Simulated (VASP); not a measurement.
Write the native input for VASP 6.6.1 that does the following.

* Task: single point
* Functional: PBE
* Potentials or basis: VASP PAW PBE potentials, release 64 (Ti_sv, O)
* Cutoff: 520 eV
* k mesh: 6 × 6 × 10
* Occupations: gaussian, width 0.05 eV
* Spin: no spin polarisation
* Dipole correction: no
* Further INCAR settings: ALGO = Normal; EDIFF = 1e-06; NBANDS = 33

The structure of TiO2 lies in POSCAR:

```
TiO2
1.0
    4.5351000000      0.0000000000      0.0000000000
    0.0000000000      4.5351000000      0.0000000000
    0.0000000000      0.0000000000      2.7268000000
Ti O
2 4
Direct
    0.0000000000      0.0000000000      0.0000000000
    0.5000000000      0.5000000000      0.5000000000
    0.3050970583      0.3050970583      0.0000000000
    0.1949029417      0.8050970583      0.5000000000
    0.6949029417      0.6949029417      0.0000000000
    0.8050970583      0.1949029417      0.5000000000
```

The input as run:

INCAR

```
SYSTEM = TiO2
PREC = Accurate
ENCUT = 520
EDIFF = 1E-6
ISMEAR = 0
SIGMA = 0.05
LREAL = .False.
LASPH = .True.
NELM = 60
ALGO = Normal
ISIF = 2
LWAVE = .False.
LCHARG = .False.
GGA = PE
NBANDS = 33
```

KPOINTS

```
regular mesh
0
Gamma
  6 6 10
  0 0 0
```

Potentials or basis: VASP PAW PBE potentials, release 64 (Ti_sv, O).

Launch:

```sh
$ cat potpaw_PBE.64/Ti_sv/POTCAR potpaw_PBE.64/O/POTCAR > POTCAR
$ mpirun -np 1 vasp_std > vasp.out
```

It gave:

```json
{"Pressure": "44.6 GPa", "Largest force": "1.267 eV/Å", "Band gap on the k mesh": "2.28 eV, direct"}
```

Caveat: forces of over 1 eV/Å act on the atoms, so gaps and moduli don't describe the material at rest.

It took 70 s on 1 thread of Intel(R) Xeon(R) Platinum 8259CL CPU @ 2.50GHz (Skylake/Cascade Lake) (shared host), peak memory 0.22 GiB.
